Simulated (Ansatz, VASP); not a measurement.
## SnO2 in VASP and in Ansatz

Contents of INCAR:

```
SYSTEM = SnO2
PREC = Accurate ; ENCUT = 520
EDIFF = 1E-7 ; ISMEAR = -1
SIGMA = 0.05 ; LREAL = .False.
LASPH = .True. ; NELM = 80
ALGO = Normal ; ISIF = 2
LWAVE = .False. ; LCHARG = .False.
GGA = PS ; NBANDS = 35
```

Contents of KPOINTS:

```
regular mesh
0
Gamma
  6 6 8
  0 0 0
```

The input POSCAR:

```
SnO2
1.0
    4.6412789831      0.0000000000      0.0000000000
    0.0000000000      4.6412789831      0.0000000000
    0.0000000000      0.0000000000      3.1214511354
Sn O
2 4
Direct
    0.5000000000      0.5000000000      0.5000000000
    0.0000000000      0.0000000000      0.0000000000
    0.8071000000      0.1929000000      0.5000000000
    0.6929000000      0.6929000000      0.0000000000
    0.1929000000      0.8071000000      0.5000000000
    0.3071000000      0.3071000000      0.0000000000
```

The input input.yaml:

```yaml
crystal:
  lattice:
    - [4.6412789831, 0.0, 0.0]
    - [0.0, 4.6412789831, 0.0]
    - [0.0, 0.0, 3.1214511354]
  atoms:
    - { symbol: Sn, position: [0.5, 0.5, 0.5] }
    - { symbol: Sn, position: [0.0, 0.0, 0.0] }
    - { symbol: O, position: [0.8071, 0.1929, 0.5] }
    - { symbol: O, position: [0.6929, 0.6929, 0.0] }
    - { symbol: O, position: [0.1929, 0.8071, 0.5] }
    - { symbol: O, position: [0.3071, 0.3071, 0.0] }
kpoints:
  mp_grid: { grid: [6, 6, 8] }
scf:
  occupations: { method: fermi_dirac, width: 0.05 }
hamiltonian:
  xc: pbesol
  pseudopotentials: { kind: all_electron, lapw: { basis_error: 0.001 } }
output:
  forces: true
  stress: true
  eigenvalues: true
```

Change from the starting cell: volume scaled by 0.94.

Alike in both runs: task single point; functional PBEsol; k mesh 6 × 6 × 8; occupations fermi-dirac, width 0.05 eV; no spin polarisation.

|  | VASP | Ansatz |
| --- | --- | --- |
| version | VASP 6.6.1 | Ansatz 0.2.0 |
| potentials or method | VASP PAW PBE potentials, release 64 (Sn_d, O), cutoff 520 eV | all-electron LAPW, scalar-relativistic |

```tsv
	VASP	Ansatz	Ansatz less VASP
gap on the k mesh at the Fermi level (eV)	1.92	1.93	+0.006
least direct gap on the mesh (eV)	1.92	1.93	+0.006
pressure (GPa)	21.4	20.5	-0.94
traceless stress, the component that is largest in VASP (GPa)	4.84	4.54	-0.301
rms of the force components (eV/Å)	0.241	0.229	-0.0115
```

VASP's potentials were made for PBE, not for PBEsol. Atom by atom the forces differ by 0.011 eV/Å (rms over components). Ansatz ran all-electron here, and VASP with PAW potentials.
